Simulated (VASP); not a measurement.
Wanted: the native input for a VASP 6.6.1 run.

| Item | Value |
| --- | --- |
| Task | single point |
| Functional | PBE |
| Potentials or basis | VASP PAW PBE potentials, release 64 (Ge_d, Mo_sv) |
| Cutoff | 520 eV |
| k mesh | 4 × 6 × 4 |
| Occupations | gaussian, width 0.1 eV |
| Spin | no spin polarisation |
| Dipole correction | no |
| Further INCAR settings | ALGO = Normal; EDIFF = 1e-07; NBANDS = 36 |

The structure of GeMo lies in POSCAR:

```
GeMo
1.0
    4.5857991539      0.0000000000      0.0000000000
    0.0000000000      3.0347200283      0.0000000000
    0.0000000000      0.0000000000      4.6821394723
Ge Mo
2 2
Direct
    0.7500000000      0.0000000000      0.6870000000
    0.2500000000      0.0000000000      0.3130000000
    0.7500000000      0.5000000000      0.1880000000
    0.2500000000      0.5000000000      0.8120000000
```

These files were run (other wordings do the same):

INCAR

```
PREC     = Accurate       # precision mode
ENCUT    = 520            # plane-wave cutoff, eV
EDIFF    = 1E-7           # SCF threshold, eV
ISMEAR   = 0              # smearing method
SIGMA    = 0.1            # smearing width, eV
LREAL    = F              # projectors in reciprocal space
LASPH    = T              # aspherical terms in the spheres
NELM     = 100            # most SCF steps
ALGO     = Normal         # electronic algorithm
ISIF     = 2              # what is computed and relaxed
LWAVE    = F              # write WAVECAR
LCHARG   = F              # write CHGCAR
GGA      = PE             # functional
NBANDS   = 36             # bands
```

KPOINTS

```
regular mesh
0
Gamma
  4 6 4
```

Potentials or basis: VASP PAW PBE potentials, release 64 (Ge_d, Mo_sv).

Run with:

```bash
$ cat potpaw_PBE.64/Ge_d/POTCAR potpaw_PBE.64/Mo_sv/POTCAR > POTCAR
$ mpirun -np 1 vasp_std > vasp.out
```

Results of the run:

```json
{"Pressure": "-8.2 GPa", "Largest force": "0.582 eV/Å", "Band gap on the k mesh": "zero (band 28 reaches 10.57 eV, above the bottom of band 29 at 9.45 eV)"}
```

Wall time 41 s on 1 thread of Intel(R) Xeon(R) Platinum 8488C (Sapphire Rapids), on a shared host, peak memory 0.22 GiB.
